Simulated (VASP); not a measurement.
Wanted: the native input for a VASP 6.6.1 run.

- Task: single point
- Functional: PBE
- Potentials or basis: VASP PAW PBE potentials, release 64 (Ta_pv, N)
- Cutoff: 520 eV
- k mesh: 6 × 6 × 4
- Occupations: gaussian, width 0.2 eV
- Spin: no spin polarisation
- Dipole correction: no
- Further INCAR settings: ALGO = Normal; EDIFF = 1e-06; NBANDS = 60

The structure of Ta4N lies in POSCAR:

```
Ta4N
1.0
   -4.2908685883      0.0000000000      0.0000000000
    0.0000000000      0.0000000000     -4.2908685883
    0.0000000000     -8.5817371766      0.0000000000
Ta N
8 2
Direct
    0.5000000000      0.0000000000      0.0000000000
    0.5000000000      0.0000000000      0.5000000000
    0.0000000000      0.0000000000      0.7500000000
    0.0000000000      0.0000000000      0.2500000000
    0.0000000000      0.5000000000      0.0000000000
    0.0000000000      0.5000000000      0.5000000000
    0.5000000000      0.5000000000      0.7500000000
    0.5000000000      0.5000000000      0.2500000000
    0.0000000000      0.0000000000      0.0000000000
    0.0000000000      0.0000000000      0.5000000000
```

The input as run:

INCAR

```
SYSTEM = Ta4N
ALGO = Normal ; EDIFF = 1E-6
ENCUT = 520 ; GGA = PE
ISIF = 2 ; ISMEAR = 0
LASPH = .TRUE. ; LCHARG = .TRUE.
LELF = .TRUE. ; LREAL = .FALSE.
LVHAR = .TRUE. ; LWAVE = .FALSE.
NBANDS = 60 ; NELM = 100
PREC = Accurate ; SIGMA = 0.2
```

KPOINTS

```
k-points
0
G
  6 6 4
  0 0 0
```

Potentials or basis: VASP PAW PBE potentials, release 64 (Ta_pv, N).

The run is started by

```sh
$ cat potpaw_PBE.64/Ta_pv/POTCAR potpaw_PBE.64/N/POTCAR > POTCAR
$ mpirun -np 1 vasp_std > vasp.out
```

Results of the run:

```yaml
Pressure: 0.3 GPa
Band_gap_on_the_k_mesh: zero (bands 49 and 50 overlap by 0.91 eV)
```

Caveat: spin-orbit coupling is left out, which moves the levels of the heavy elements.

It took 3.8 min on 1 thread of AMD EPYC 7R43 64-Core Processor (Zen 3), on a shared host, peak memory 0.33 GiB.
